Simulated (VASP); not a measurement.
# CuI (P-3m1) in VASP: density of states with LDA

Aim: the density of states of CuI with LDA.

Program: VASP 6.6.1. These are calculated values, not measurements. Logs are shortened: lines on timing, memory, paths and dates and some standing lists are left out, and cuts for length are marked.

### 1 The cell of the first run

It takes space group P-3m1 (No. 164, trigonal). Conventional cell: a = 4.129 Å, b = 4.129 Å, c = 7.478 Å, α = 90.00°, β = 90.00°, γ = 120.00°. Within 3.4 Å of Cu (site symmetry 3m) lie 4 I at 2.58 to 2.68 Å and 3 Cu at 2.74 Å. I (site symmetry 3m) has 4 Cu at 2.58 to 2.68 Å within 3.4 Å.

### 2 Density of states, LDA

POSCAR

```
CuI
1.0
    4.1286180000      0.0000000000      0.0000000000
   -2.0643090000      3.5754880705      0.0000000000
    0.0000000000      0.0000000000      7.4781060000
Cu I
2 2
Direct
    0.6666666667      0.3333333333      0.5899520000
    0.3333333333      0.6666666667      0.4100480000
    0.3333333333      0.6666666667      0.7547480000
    0.6666666667      0.3333333333      0.2452520000
```

INCAR.step1

```
PREC = Accurate
ENCUT = 520
EDIFF = 1E-6
ISMEAR = 0
SIGMA = 0.01
LREAL = F
LASPH = T
NELM = 80
ALGO = Normal
ISIF = 2
LWAVE = F
LCHARG = T
LMAXMIX = 4
NBANDS = 26
```

KPOINTS.step1

```
Automatic mesh
0
Gamma
  6 6 4
```

INCAR.step2

```
PREC = Accurate
ENCUT = 520
EDIFF = 1E-6
ISMEAR = -5
SIGMA = 0.01
LREAL = F
LASPH = T
NELM = 80
ALGO = Normal
ISIF = 2
LWAVE = F
LCHARG = F
LMAXMIX = 4
LORBIT = 11
NEDOS = 2001
ICHARG = 11
```

KPOINTS.step2

```
Automatic mesh
0
Gamma
  9 9 6
```

Potentials or basis: VASP PAW LDA potentials, release 64 (Cu, I).

Launch:

```sh
cat potpaw_LDA.64/Cu/POTCAR potpaw_LDA.64/I/POTCAR > POTCAR
cp INCAR.step1 INCAR
cp KPOINTS.step1 KPOINTS
mpirun -np 1 vasp_std > vasp.out
cp INCAR.step2 INCAR
cp KPOINTS.step2 KPOINTS
mpirun -np 1 vasp_std > vasp.out
```

OUTCAR:

```text
PREC = Accurate
   ENCUT = 520
   EDIFF = 1E-6
   ISMEAR = -5
   LREAL = F
   LASPH = T
   NELM = 80
   ISIF = 2
   LORBIT = 11
   ICHARG = 11

 ion  position               nearest neighbor table
   1  0.667  0.333  0.590-   4 2.58   3 2.68   3 2.68   3 2.68   2 2.74   2 2.74   2 2.74
   2  0.333  0.667  0.410-   3 2.58   4 2.68   4 2.68   4 2.68   1 2.74   1 2.74   1 2.74
   3  0.333  0.667  0.755-   2 2.58   1 2.68   1 2.68   1 2.68
   4  0.667  0.333  0.245-   1 2.58   2 2.68   2 2.68   2 2.68

  LATTYP: Found a hexagonal cell.
 ALAT       =     4.1286180000
 C/A-ratio  =     1.8112855198

  Lattice vectors:

 A1 = (   4.1286180000,   0.0000000000,   0.0000000000)
 A2 = (  -2.0643090000,   3.5754880705,   0.0000000000)
 A3 = (   0.0000000000,   0.0000000000,   7.4781060000)

Analysis of symmetry for initial positions (statically):
=====================================================================
 Subroutine PRICEL returns:
 Original cell was already a primitive cell.

 Routine SETGRP: Setting up the symmetry group for a
 hexagonal supercell.

 Subroutine GETGRP returns: Found 12 space group operations
 (whereof 12 operations were pure point group operations)
 out of a pool of 24 trial point group operations.

The static configuration has the point symmetry D_3d.

Analysis of symmetry for dynamics (positions and initial velocities):
=====================================================================
 Subroutine PRICEL returns:
 Original cell was already a primitive cell.

 Routine SETGRP: Setting up the symmetry group for a
 hexagonal supercell.

 Subroutine GETGRP returns: Found 12 space group operations
 (whereof 12 operations were pure point group operations)
 out of a pool of 24 trial point group operations.

The dynamic configuration has the point symmetry D_3d.

 Subroutine INISYM returns: Found 12 space group operations
 (whereof 12 operations are pure point group operations),
 and found     1 'primitive' translations

----------------------------------------------------------------------------------------

                                     Primitive cell

  volume of cell :     110.3905

  direct lattice vectors                    reciprocal lattice vectors
     4.128618000  0.000000000  0.000000000     0.242211801  0.139841048  0.000000000
    -2.064309000  3.575488071  0.000000000     0.000000000  0.279682097  0.000000000
     0.000000000  0.000000000  7.478106000     0.000000000  0.000000000  0.133723700
[... 93 lines left out ...]
   NSW    =      0    number of steps for IOM
   IBRION =     -1    ionic relax: 0-MD 1-quasi-New 2-CG
   NFREE  =      0    steps in history (QN), initial steepest desc. (CG)
   ISIF   =      2    stress and relaxation
   ISYM   =      2    0-nonsym 1-usesym 2-fastsym
   POTIM  = 0.5000    time-step for ionic-motion
   TEBEG  =    0.0;   TEEND  =   0.0 temperature during run
   PSTRESS=    0.0 pullay stress
   NELECT =      36.0000    total number of electrons
   NUPDOWN=      -1.0000    fix difference up-down
   EMIN   =  10.00;   EMAX   =-10.00  energy-range for DOS
   EFERMI =   0.00;   METHOD = LEGACY
   ISMEAR =    -5;   SIGMA  =   0.01  broadening in eV -4-tet -1-fermi 0-gaus
   EFERMI_NEDOS =   21; number of points for ismear=-14 and -15
   IALGO  =     38    algorithm
   IMIX   =      4    mixing-type and parameters
     AMIX     =   0.40;   BMIX     =  1.00
     AMIX_MAG =   1.60;   BMIX_MAG =  1.00
  volume/ion in A,a.u.               =      27.60       186.24
  Fermi-wavevector in a.u.,A,eV,Ry     =   1.126847  2.129433 17.276475  1.269785
  Thomas-Fermi vector in A             =   2.263531
   LORBIT       =     11    0 simple, 1 ext, 2 COOP (PROOUT), +10 PAW based schemes
   GGA     = CA    functional components
   LHFCALC =     F    Hartree Fock is set to
   AEXX    =    0.0000 exact exchange contribution
   IVDW    =     0    specifies the selected vdW correction
   LEPSILON=     F    determine dielectric tensor
   LRPA    =     F    only Hartree local field effects (RPA)
 non-spin polarized calculation
 Fermi weights with tetrahedron method with Bloechl corrections
  energy-cutoff  :      520.00
  volume of cell :      110.39
 maximum number of plane-waves:      3004
 NGX is ok and might be reduce to    32

 number of electron      36.0000025 magnetization

 Free energy of the ion-electron system (eV)
  ---------------------------------------------------
  ext. energy  EPLUGINS =         0.00000000
  ---------------------------------------------------
  free energy    TOTEN  =       -13.89199741 eV

  energy without entropy =      -13.89199741  energy(sigma->0) =      -13.89199741

 E-fermi :   3.9606     XC(G=0):  -9.3027

 val. band max:        3.9595721804   @ k =   0.0000   0.0000   0.0000
 cond. band min:       5.4684240599   @ k =   0.0000   0.0000   0.0000
 fundamental gap:      1.5088518796
 Fermi energy:         3.9605918404

 k-point     1 :       0.0000    0.0000    0.0000
  band No.  band energies     occupation
      1      -9.7582      2.00000
      2      -9.2643      2.00000
      3      -1.6688      2.00000
      4       0.1882      2.00000
      5       0.6078      2.00000
      6       0.6078      2.00000
[... 589 lines left out ...]
     21       8.2684      0.00000
     22       8.8816      0.00000

 [... further k-points ...]
[... 5 lines left out ...]
  --------------------------------------------------------------------------------------
  -------------------------------------------------------------------------------------
  Total       -2.2982196     -2.2982196     -2.4827277      0.0000000      0.0000000      0.0000000
  in kB      -33.3557311    -33.3557311    -36.0336302      0.0000000      0.0000000      0.0000000
  external PRESSURE =     -34.2483641 kB  Pullay stress =       0.0000000 kB

 VOLUME and BASIS-vectors are now :
 -----------------------------------------------------------------------------
  energy-cutoff  :      520.00
  volume of cell :      110.39
      direct lattice vectors                 reciprocal lattice vectors
     4.128618000  0.000000000  0.000000000     0.242211801  0.139841048  0.000000000
    -2.064309000  3.575488071  0.000000000     0.000000000  0.279682097  0.000000000
     0.000000000  0.000000000  7.478106000     0.000000000  0.000000000  0.133723700

 POSITION                                       TOTAL-FORCE (eV/Angst)
 -----------------------------------------------------------------------------------
      2.06431      1.19183      4.41172        -0.000000     -0.000000     -0.028717
     -0.00000      2.38366      3.06638         0.000000      0.000000      0.028717
     -0.00000      2.38366      5.64409        -0.000000     -0.000000     -0.462839
      2.06431      1.19183      1.83402        -0.000000      0.000000      0.462839
 -----------------------------------------------------------------------------------
    total drift:                               -0.000000      0.000000      0.000000

  FREE ENERGIE OF THE ION-ELECTRON SYSTEM (eV)
  ---------------------------------------------------
  free  energy   TOTEN  =       -13.8919974067 eV

  energy  without entropy=      -13.8919974067  energy(sigma->0) =      -13.89199741

 total charge

# of ion       s       p       d       tot
------------------------------------------
    1        0.333   0.290   9.318   9.942
    2        0.333   0.290   9.318   9.942
    3        1.509   2.732   0.048   4.290
    4        1.509   2.732   0.048   4.290
--------------------------------------------------
tot          3.685   6.046  18.733  28.464
```

OUTCAR.step1:

```text
PREC = Accurate
   ENCUT = 520
   EDIFF = 1E-6
   ISMEAR = 0
   LREAL = F
[... 922 lines left out ...]
      2.06431      1.19183      4.41172         0.000000      0.000000     -0.030169
     -0.00000      2.38366      3.06638        -0.000000      0.000000      0.030169
     -0.00000      2.38366      5.64409         0.000000     -0.000000     -0.461451
      2.06431      1.19183      1.83402        -0.000000      0.000000      0.461451
 -----------------------------------------------------------------------------------
    total drift:                               -0.000000      0.000000      0.000000

  FREE ENERGIE OF THE ION-ELECTRON SYSTEM (eV)
  ---------------------------------------------------
  free  energy   TOTEN  =       -13.8892224876 eV

  energy  without entropy=      -13.8892224876  energy(sigma->0) =      -13.88922249
```

OSZICAR.step1:

```text
N       E                     dE             d eps       ncg     rms          rms(c)
DAV:   1     0.277600520800E+03    0.27760E+03   -0.15023E+04  1248   0.152E+03
DAV:   2     0.147705870349E+02   -0.26283E+03   -0.25014E+03  1252   0.316E+02
DAV:   3    -0.130648644441E+02   -0.27835E+02   -0.27095E+02  1676   0.125E+02
DAV:   4    -0.145711635127E+02   -0.15063E+01   -0.15012E+01  1670   0.263E+01
DAV:   5    -0.146272585280E+02   -0.56095E-01   -0.56086E-01  1974   0.487E+00    0.974E+00
DAV:   6    -0.143636902998E+02    0.26357E+00   -0.10106E+01  1410   0.730E+01    0.628E+00
DAV:   7    -0.138933963192E+02    0.47029E+00   -0.26123E+00  1534   0.483E+01    0.310E+00
DAV:   8    -0.139066028765E+02   -0.13207E-01   -0.25653E-01  1934   0.646E+00    0.941E-01
DAV:   9    -0.138892267905E+02    0.17376E-01   -0.69375E-02  1734   0.672E+00    0.480E-01
DAV:  10    -0.138899403070E+02   -0.71352E-03   -0.48794E-03  1918   0.961E-01    0.324E-01
DAV:  11    -0.138891870597E+02    0.75325E-03   -0.25276E-03  1566   0.137E+00    0.990E-02
DAV:  12    -0.138892211005E+02   -0.34041E-04   -0.53753E-04  1820   0.132E-01    0.334E-02
DAV:  13    -0.138892224558E+02   -0.13553E-05   -0.14251E-05  1488   0.284E-02    0.388E-02
DAV:  14    -0.138892224876E+02   -0.31791E-07   -0.66654E-07   970   0.206E-02
   1 F= -.13889222E+02 E0= -.13889222E+02  d E =-.286310E-38
```

Run time: 2.9 min. Hardware: 1 thread of AMD EPYC 7R43 (Zen 3), shared host; peak memory 0.22 GiB.

What came out:

* Valence electrons inside the program's atomic spheres: Cu 9.94; I 4.29

Levels at points of the mesh, in eV from the valence-band top:
| k point | band 15 | band 16 | band 17 | band 18 | band 19 | band 20 | band 21 | band 22 |
| --- | --- | --- | --- | --- | --- | --- | --- | --- |
| (0.00, 0.00, 0.00) | -0.39 | -0.39 | 0.00 | 0.00 | 1.51 | 2.88 | 4.70 | 5.68 |
| (0.00, 0.00, 0.50) | -0.33 | -0.33 | -0.08 | -0.08 | 2.82 | 2.83 | 4.69 | 5.51 |

Caveat: spin-orbit coupling is left out, which moves the levels of the heavy elements.
